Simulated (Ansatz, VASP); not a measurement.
## Two plane-wave programs on GdO

```xyz
2
Lattice="0.0000 2.6468 2.6468 2.6468 0.0000 2.6468 2.6468 2.6468 0.0000" Properties=species:S:1:pos:R:3 pbc="T T T"
Gd    0.0000    0.0000    0.0000
O     1.3234    1.3234    1.3234
```

Alike in both runs: task single point; functional PBEsol; k mesh 8 × 8 × 8; occupations gaussian, width 0.05 eV; collinear spin; Hubbard terms Gd f U = 6.0 eV.

|  | VASP | Ansatz |
| --- | --- | --- |
| version | VASP 6.6.1 | Ansatz 0.2.0 |
| potentials or method | VASP PAW PBE potentials, release 64 (Gd, O), cutoff 520 eV | scalar-relativistic, plane waves, PAW |
| valence electrons in the cell | 24 | 24 |

Ansatz gave:

```
gap on the k mesh at the Fermi level (eV)                     : none
pressure (GPa)                                                : 2.3
net moment per atom (μB)                                      : 3.97
size of the moment on the site where the two differ most (μB) : 7.00
```

**Question.** What did VASP give for the same quantities?

**Answer.** gap on the k mesh at the Fermi level (eV): none; pressure (GPa): 2.4; net moment per atom (μB): 3.97; size of the moment on the site where the two differ most (μB): 7.09.

VASP's potentials were made for PBE, not for PBEsol. Site moments also hang on the region over which each program counts them. The programs project onto different local orbitals, so the same U acts differently, and such runs can settle in different states. A gap of «none» marks a metal or a gap that the smearing closes. Ansatz's warnings: filled band counts differ across k points.

Spin-orbit coupling is off throughout.
